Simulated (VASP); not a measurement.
Wanted: the native input for a VASP 6.6.1 run.

| Quantity | Value |
| --- | --- |
| Task | single point |
| Functional | PBEsol |
| Potentials or basis | VASP PAW PBE potentials, release 64 (Cu, Ge_d) |
| Cutoff | 520 eV |
| k mesh | 1 × 1 × 1, shifted |
| Occupations | fermi-dirac, width 0.0664 eV |
| Spin | no spin polarisation |
| Dipole correction | no |
| Further INCAR settings | LREAL = Auto; ALGO = Normal; EDIFF = 1e-06; NBANDS = 108; ISYM = 0 |

The structure of Cu3Ge lies in POSCAR:

```
Cu3Ge
1.0
    5.8084680000      0.2175700000     -0.1413800000
    0.2175700000      6.0343640000     -0.1031110000
   -0.1413800000     -0.1031110000      6.2614650000
Cu Ge
12 4
Direct
    0.3895885535      0.9292519779      0.8261918146
    0.6179714152      0.5712137189      0.7348929071
    0.1478980502      0.6369485791      0.7533314059
    0.6161572418      0.6459012222      0.1649621665
    0.8268007087      0.8856240861      0.8698308893
    0.6758990336      0.1926332608      0.6583542691
    0.7520855675      0.1669281916      0.2020902441
    0.4322031573      0.3359016613      0.9682510465
    0.3796671436      0.3517099560      0.3473545737
    0.1564913777      0.2165993841      0.6857595675
    0.2253901130      0.7163302533      0.1455384935
    0.9411944542      0.4112634229      0.9795547615
    0.9306998956      0.5081512152      0.4003042948
    0.4562408201      0.9115688367      0.4446614493
    0.0210375944      0.9094025002      0.4823234972
    0.1220689225      0.0834658700      0.0597121207
```

These files were run (other wordings do the same):

INCAR

```
SYSTEM = Cu3Ge
PREC = Accurate ; ENCUT = 520
EDIFF = 1E-6 ; ISMEAR = -1
SIGMA = 0.0664 ; LREAL = Auto
LASPH = .True. ; NELM = 100
ALGO = Normal ; ISIF = 2
LWAVE = .False. ; LCHARG = .True.
GGA = PS ; LELF = .True.
LVHAR = .True. ; ISYM = 0
NBANDS = 108
```

KPOINTS

```
Automatic mesh
0
Gamma
  1 1 1
  0.25 0.25 0.25
```

Potentials or basis: VASP PAW PBE potentials, release 64 (Cu, Ge_d).

Run with:

```console
$ cat potpaw_PBE.64/Cu/POTCAR potpaw_PBE.64/Ge_d/POTCAR > POTCAR
$ mpirun -np 1 vasp_std > vasp.out
```

It gave:

* Pressure: -1.2 GPa
* Largest force: 1.772 eV/Å
* Band gap on the k mesh: 0.10 eV

Caveat: the k points lie up to 1.08 Å⁻¹ apart; the PAW data sets were made with another functional, which shifts forces and pressure a little.

Run time: 100 s on 1 thread of Intel(R) Xeon(R) Platinum 8259CL CPU @ 2.50GHz (Skylake/Cascade Lake) (shared host), peak memory 0.34 GiB.
